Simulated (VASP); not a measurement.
Set up this calculation in VASP 6.6.1, as the native input.

```
Task                   : single point
Functional             : PBEsol
Potentials or basis    : VASP PAW PBE potentials, release 64 (Ga_d, As)
Cutoff                 : 500 eV
k mesh                 : 10 × 10 × 10
Occupations            : gaussian, width 0.02 eV
Spin                   : no spin polarisation
Dipole correction      : no
Further INCAR settings : ALGO = Normal; EDIFF = 1e-06; NBANDS = 16
```

The structure of GaAs lies in POSCAR:

```
GaAs
1.0
    0.0000000000      2.8166657683      2.8719610842
    2.8166657683      0.0000000000      2.8719610842
    2.8166657683      2.8166657683      0.0000000000
Ga As
1 1
Direct
    0.0000000000      0.0000000000      0.0000000000
    0.2500000000      0.2500000000      0.2500000000
```

This cell differs from its parent crystal: strained cell.

One way to write it, as run:

INCAR

```
PREC     = Accurate       # precision mode
ENCUT    = 500            # plane-wave cutoff, eV
EDIFF    = 1E-6           # SCF threshold, eV
ISMEAR   = 0              # smearing method
SIGMA    = 0.02           # smearing width, eV
LREAL    = False          # projectors in reciprocal space
LASPH    = True           # aspherical terms in the spheres
NELM     = 120            # most SCF steps
ALGO     = Normal         # electronic algorithm
ISIF     = 2              # what is computed and relaxed
LWAVE    = False          # write WAVECAR
LCHARG   = True           # write CHGCAR
GGA      = PS             # functional
LELF     = True           # ELF
LVHAR    = True         
NBANDS   = 16             # bands
GGA_COMPAT= False
```

KPOINTS

```
Automatic mesh
0
Gamma
  10 10 10
```

Potentials or basis: VASP PAW PBE potentials, release 64 (Ga_d, As).

Run with:

```console
$ cat potpaw_PBE.64/Ga_d/POTCAR potpaw_PBE.64/As/POTCAR > POTCAR
$ mpirun -np 1 vasp_std > vasp.out
```

It gave:

```json
{
 "Pressure": "-0.3 GPa",
 "Band gap on the k mesh": "0.35 eV"
}
```

Caveat: the cell differs from its parent crystal (strained cell); semilocal functionals underestimate gaps, and a narrow one can read as zero; the PAW data sets were made with another functional, which shifts forces and pressure a little.

It took 110 s on 1 thread of Intel Xeon 8259CL (shared host), peak memory 0.22 GiB.
